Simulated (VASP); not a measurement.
# Al3Cu (P4/mmm) in VASP: a series of runs, part 2 of 2

VASP 6.6.1.

### 3 Single point, r2SCAN

The input, POSCAR:

```
Al3Cu
1.0
    2.7784054294      0.0000000000      0.0000000000
    0.0000000000      2.7784054294      0.0000000000
    0.0000000000      0.0000000000      7.5134034100
Al Cu
3 1
Direct
    0.0000000000      0.0000000000      0.5000000000
    0.5000000000      0.5000000000      0.2261155100
    0.5000000000      0.5000000000      0.7738844900
    0.0000000000      0.0000000000      0.0000000000
```

The input, INCAR.step1:

```
PREC = Accurate
ENCUT = 520
ISMEAR = 0
SIGMA = 0.1
LREAL = False
LASPH = True
NELM = 100
NBANDS = 18
GGA = PE
ALGO = Normal
EDIFF = 1E-4
LWAVE = True
LCHARG = False
```

The input, INCAR.step2:

```
PREC = Accurate
ENCUT = 520
EDIFF = 1E-7
ISMEAR = 0
SIGMA = 0.1
LREAL = False
LASPH = True
NELM = 100
ALGO = Normal
ISIF = 2
LWAVE = False
LCHARG = True
METAGGA = R2SCAN
LMIXTAU = True
LELF = True
LVHAR = True
NBANDS = 18
ISTART = 1
```

The input, KPOINTS:

```
regular mesh
0
Gamma
  4 4 1
```

Potentials or basis: VASP PAW PBE potentials, release 64 (Al, Cu).

Run with:

```
$ cat potpaw_PBE.64/Al/POTCAR potpaw_PBE.64/Cu/POTCAR > POTCAR
$ cp INCAR.step1 INCAR
$ mpirun -np 1 vasp_std > vasp.out
$ cp INCAR.step2 INCAR
$ mpirun -np 1 vasp_std > vasp.out
```

OUTCAR:

```text
PREC = Accurate
   ENCUT = 520
   EDIFF = 1E-7
   ISMEAR = 0
   LREAL = False
   LASPH = True
   NELM = 100
   ISIF = 2
   METAGGA = R2SCAN
   ISTART = 1

 ion  position               nearest neighbor table
   1  0.000  0.000  0.500-   2 2.85   3 2.85   2 2.85   3 2.85   2 2.85   3 2.85   2 2.85   3 2.85

   2  0.500  0.500  0.226-   4 2.60   4 2.60   4 2.60   4 2.60   1 2.85   1 2.85   1 2.85   1 2.85

   3  0.500  0.500  0.774-   4 2.60   4 2.60   4 2.60   4 2.60   1 2.85   1 2.85   1 2.85   1 2.85

   4  0.000  0.000  0.000-   2 2.60   3 2.60   2 2.60   3 2.60   2 2.60   3 2.60   2 2.60   3 2.60

  LATTYP: Found a simple tetragonal cell.
 ALAT       =     2.7784054294
 C/A-ratio  =     2.7042141980

  Lattice vectors:

 A1 = (   2.7784054294,   0.0000000000,   0.0000000000)
 A2 = (   0.0000000000,   2.7784054294,   0.0000000000)
 A3 = (   0.0000000000,   0.0000000000,   7.5134034100)

Analysis of symmetry for initial positions (statically):
=====================================================================
 Subroutine PRICEL returns:
 Original cell was already a primitive cell.

 Routine SETGRP: Setting up the symmetry group for a
 simple tetragonal supercell.

 Subroutine GETGRP returns: Found 16 space group operations
 (whereof 16 operations were pure point group operations)
 out of a pool of 16 trial point group operations.

The static configuration has the point symmetry D_4h.

Analysis of symmetry for dynamics (positions and initial velocities):
=====================================================================
 Subroutine PRICEL returns:
 Original cell was already a primitive cell.

 Routine SETGRP: Setting up the symmetry group for a
 simple tetragonal supercell.
[... 105 lines left out ...]
   ISMEAR =     0;   SIGMA  =   0.10  broadening in eV -4-tet -1-fermi 0-gaus
   EFERMI_NEDOS =   21; number of points for ismear=-14 and -15
   IALGO  =     38    algorithm
   IMIX   =      4    mixing-type and parameters
     AMIX     =   0.40;   BMIX     =  1.00
     AMIX_MAG =   1.60;   BMIX_MAG =  1.00
  volume/ion in A,a.u.               =      14.50        97.85
  Fermi-wavevector in a.u.,A,eV,Ry     =   1.148001  2.169407 17.931197  1.317906
  Thomas-Fermi vector in A             =   2.284678
   LORBIT       =      0    0 simple, 1 ext, 2 COOP (PROOUT), +10 PAW based schemes
   METAGGA = R2SCAN    functional components
   LHFCALC =     F    Hartree Fock is set to
   AEXX    =    0.0000 exact exchange contribution
   IVDW    =     0    specifies the selected vdW correction
   LEPSILON=     F    determine dielectric tensor
   LRPA    =     F    only Hartree local field effects (RPA)
 non-spin polarized calculation
 Gauss-broadening in eV      SIGMA  =   0.10
  energy-cutoff  :      520.00
  volume of cell :       58.00
 maximum number of plane-waves:      1576
 NGX is ok and might be reduce to    24
   NGX = 11   NGY = 11   NGZ = 27

 number of electron      20.0000015 magnetization

 Free energy of the ion-electron system (eV)
  ---------------------------------------------------
  ext. energy  EPLUGINS =         0.00000000
  ---------------------------------------------------
  free energy    TOTEN  =       -31.10616590 eV

  energy without entropy =      -31.10455637  energy(sigma->0) =      -31.10536113

 E-fermi :   8.6015     XC(G=0): -11.7177

 val. band max:        8.4336122188   @ k =   0.2500   0.2500   0.0000
 cond. band min:       8.7504248438   @ k =   0.5000   0.5000   0.0000
 fundamental gap:      0.3168126249
 Fermi energy:         8.6014887182

 k-point     1 :       0.0000    0.0000    0.0000
  band No.  band energies     occupation
      1      -3.3768      2.00000
      2      -0.8282      2.00000
      3      -0.3780      2.00000
      4       3.8977      2.00000
      5       3.9379      2.00000
      6       4.7803      2.00000
[... 103 lines left out ...]
      5       5.5897      2.00000
      6       5.7793      2.00000
[... 10 lines left out ...]
     17      12.4814      0.00000
     18      16.2625      0.00000

------------------------ aborting loop because EDIFF is reached ----------------------------------------

  FORCE on cell =-STRESS in cart. coord.  units (eV):
  Direction    XX          YY          ZZ          XY          YZ          ZX
  --------------------------------------------------------------------------------------
  -------------------------------------------------------------------------------------
  Total        2.5388653      2.5388653     -4.1126979      0.0000000      0.0000000     -0.0000000
  in kB       70.1329820     70.1329820   -113.6081394      0.0000000      0.0000000     -0.0000000
  external PRESSURE =       8.8859415 kB  Pullay stress =       0.0000000 kB

 VOLUME and BASIS-vectors are now :
 -----------------------------------------------------------------------------
  energy-cutoff  :      520.00
  volume of cell :       58.00
      direct lattice vectors                 reciprocal lattice vectors
     2.778405429  0.000000000  0.000000000     0.359918675  0.000000000  0.000000000
     0.000000000  2.778405429  0.000000000     0.000000000  0.359918675  0.000000000
     0.000000000  0.000000000  7.513403410     0.000000000  0.000000000  0.133095476

 POSITION                                       TOTAL-FORCE (eV/Angst)
 -----------------------------------------------------------------------------------
      0.00000      0.00000      3.75670        -0.000000      0.000000      0.000000
      1.38920      1.38920      1.69890        -0.000000      0.000000      0.385822
      1.38920      1.38920      5.81451         0.000000     -0.000000     -0.385822
      0.00000      0.00000      0.00000        -0.000000      0.000000      0.000000
 -----------------------------------------------------------------------------------
    total drift:                                0.000000      0.000000     -0.000000

  FREE ENERGIE OF THE ION-ELECTRON SYSTEM (eV)
  ---------------------------------------------------
  free  energy   TOTEN  =       -31.1061659011 eV

  energy  without entropy=      -31.1045563689  energy(sigma->0) =      -31.10536113
```

Run time: 72 s. Hardware: 1 thread of Intel Xeon 8259CL, shared host; peak memory 0.18 GiB.

Results:

```
Free energy            : -31.1062 eV
Pressure               : 0.9 GPa
Largest force          : 0.386 eV/Å
Band gap on the k mesh : zero (bands 10 and 11 overlap by 2.89 eV)
```

Forces on the atoms (eV/Å):
```
Al   0.000  0.000  0.000
Al   0.000  0.000  0.386
Al   0.000  0.000 -0.386
Cu   0.000  0.000  0.000
```

Caveat: the k points lie up to 0.84 Å⁻¹ apart, too coarse for converged energies and pressures of a metal; the PAW data sets were made with another functional, which shifts forces and pressure a little.

### 4 Single point, r2SCAN

POSCAR is that of step 3.

The input, INCAR.step1:

```
SYSTEM = Al3Cu
ALGO = Normal
EDIFF = 1E-4
ENCUT = 520
GGA = PE
ISMEAR = 0
LASPH = .TRUE.
LCHARG = .FALSE.
LREAL = .FALSE.
LWAVE = .TRUE.
NBANDS = 18
NELM = 60
PREC = Accurate
SIGMA = 0.1
```

The input, INCAR.step2:

```
SYSTEM = Al3Cu
ALGO = Normal
EDIFF = 1E-6
ENCUT = 520
ISIF = 2
ISMEAR = 0
ISTART = 1
LASPH = .TRUE.
LCHARG = .FALSE.
LMIXTAU = .TRUE.
LREAL = .FALSE.
LWAVE = .FALSE.
METAGGA = R2SCAN
NBANDS = 18
NELM = 60
PREC = Accurate
SIGMA = 0.1
```

The input, KPOINTS:

```
k-points
0
G
  6 6 2
  0 0 0
```

Run with:

```
$ cat potpaw_PBE.64/Al/POTCAR potpaw_PBE.64/Cu/POTCAR > POTCAR
$ cp INCAR.step1 INCAR
$ mpirun -np 1 vasp_std > vasp.out
$ cp INCAR.step2 INCAR
$ mpirun -np 1 vasp_std > vasp.out
```

It took 2.1 min on 1 thread of Intel Xeon 8259CL, shared host; peak memory 0.19 GiB.

The run converged. Its results:

* Free energy: -31.4862 eV
* Pressure: -0.1 GPa
* Largest force: 0.093 eV/Å
* Band gap on the k mesh: zero (bands 10 and 11 overlap by 6.53 eV)

Forces on the atoms (eV/Å):
```
Al   0.000  0.000  0.000
Al   0.000  0.000 -0.093
Al   0.000  0.000  0.093
Cu   0.000  0.000  0.000
```

Stress tensor (GPa, compression positive):
```
 0.10  0.00  0.00
 0.00  0.10  0.00
 0.00  0.00 -0.38
```

Levels at points of the mesh, in eV from the Fermi level:
| k point | band 6 | band 7 | band 8 | band 9 | band 10 | band 11 | band 12 | band 13 |
| --- | --- | --- | --- | --- | --- | --- | --- | --- |
| (0.00, 0.00, 0.00) | -3.89 | -3.89 | -3.49 | -1.95 | 0.65 | 6.41 | 6.92 | 6.92 |
| (0.50, 0.00, 0.00) | -4.47 | -3.97 | -3.94 | -3.78 | -2.57 | -2.03 | 2.79 | 4.04 |
| (0.50, 0.50, 0.00) | -2.91 | -2.91 | -0.75 | -0.54 | 0.04 | 0.04 | 0.33 | 0.33 |
| (0.00, 0.00, 0.50) | -3.89 | -3.89 | -3.81 | -3.49 | 4.49 | 6.04 | 6.41 | 7.46 |
| (0.50, 0.00, 0.50) | -4.58 | -3.97 | -3.78 | -2.91 | -1.17 | -1.03 | 0.01 | 0.89 |
| (0.50, 0.50, 0.50) | -2.06 | -2.06 | -2.03 | -2.03 | -0.79 | -0.73 | 0.46 | 1.83 |

Caveat: the k points lie up to 0.42 Å⁻¹ apart, too coarse for converged energies and pressures of a metal; the PAW data sets were made with another functional, which shifts forces and pressure a little.

### 5 Summary

| k mesh | gap on the mesh (eV) | pressure (GPa) | largest force (eV/Å) |
| --- | --- | --- | --- |
| 2 × 2 × 1 | none | 3.6 | 0.58 |
| 4 × 4 × 1 | none | 0.9 | 0.39 |
| 6 × 6 × 2 | none | -0.1 | 0.09 |

Alike in all rows: task single point; level r2SCAN; potentials or basis VASP PAW PBE potentials, release 64 (Al, Cu); no spin polarisation; cell as given; cutoff (eV) 520; smearing gaussian 0.1 eV.

Caveats: all runs use coarse meshes; the PAW data sets were made with another functional, which shifts forces and pressure a little.

Total energies depend on the potentials used, so only differences within one code and one set of settings carry meaning.
